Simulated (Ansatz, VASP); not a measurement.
## NaCl in VASP and in Ansatz

```
Na Cl
1.0
     0.00000    2.88131    2.83175
     2.83175    0.00000    2.83175
     2.83175    2.88131    0.00000
Na Cl
1 1
Direct
  0.00000 0.00000 0.00000
  0.50000 0.50000 0.50000
```

Change from the starting cell: strain +0.0175 x Voigt [0, 1, 0, 0, 0, 0], atoms carried along.

Alike in both runs: task single point; functional PBEsol; k mesh 8 × 8 × 8; occupations gaussian, width 0.05 eV; no spin polarisation.

|  | VASP | Ansatz |
| --- | --- | --- |
| version | VASP 6.6.1 | Ansatz 0.2.0 |
| potentials or method | VASP PAW PBE potentials, release 64 (Na_pv, Cl), cutoff 520 eV | scalar-relativistic, plane waves, PAW |
| valence electrons in the cell | 14 | 16 |

Ansatz gave:

| Quantity | Value |
| --- | --- |
| gap on the k mesh at the Fermi level (eV) | 4.82 |
| least direct gap on the mesh (eV) | 4.82 |
| pressure (GPa) | -1.1 |
| traceless stress, the component that is largest in VASP (GPa) | -0.36 |

Which values does VASP return?

gap on the k mesh at the Fermi level (eV): 4.82; least direct gap on the mesh (eV): 4.82; pressure (GPa): -1.1; traceless stress, the component that is largest in VASP (GPa): -0.37.

VASP's potentials were made for PBE, not for PBEsol. VASP's potentials hold 14 valence electrons a cell and Ansatz's 16, so a difference there can come from the potentials and not from the codes.
